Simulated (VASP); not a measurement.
I2, 2 atoms in the cell. The cell holds a molecule in a box, 2 atoms: a = 12.000 Å, b = 12.300 Å, c = 12.600 Å, α = 90.00°, β = 90.00°, γ = 90.00°. 

| Quantity | Value |
| --- | --- |
| Program | VASP 6.6.1 |
| Task | relaxation of the atoms |
| Functional | PBEsol |
| Potentials or basis | VASP PAW PBE potentials, release 64 (I) |
| Cutoff | 520 eV |
| k mesh | 1 × 1 × 1 |
| Occupations | fermi-dirac, width 0.01 eV |
| Spin | no spin polarisation |
| Dipole correction | no |
| Further INCAR settings | ALGO = Normal; EDIFF = 1e-07; IBRION = 2; EDIFFG = -0.01; NSW = 80 |

Potentials or basis: VASP PAW PBE potentials, release 64 (I).

The run is started by

```bash
$ cat potpaw_PBE.64/I/POTCAR > POTCAR
$ mpirun -np 1 vasp_gam > vasp.out
```

Hardware: 1 thread of Intel(R) Xeon(R) 6975P-C (Granite Rapids), with other jobs on the host.

Question: How long does it take, and how much memory?

Answer: Run time: 2.4 min on 1 thread of Intel(R) Xeon(R) 6975P-C (Granite Rapids) (shared host), peak memory 1.5 GiB. Counts: scf iterations 42, k points 1, ion steps 3.
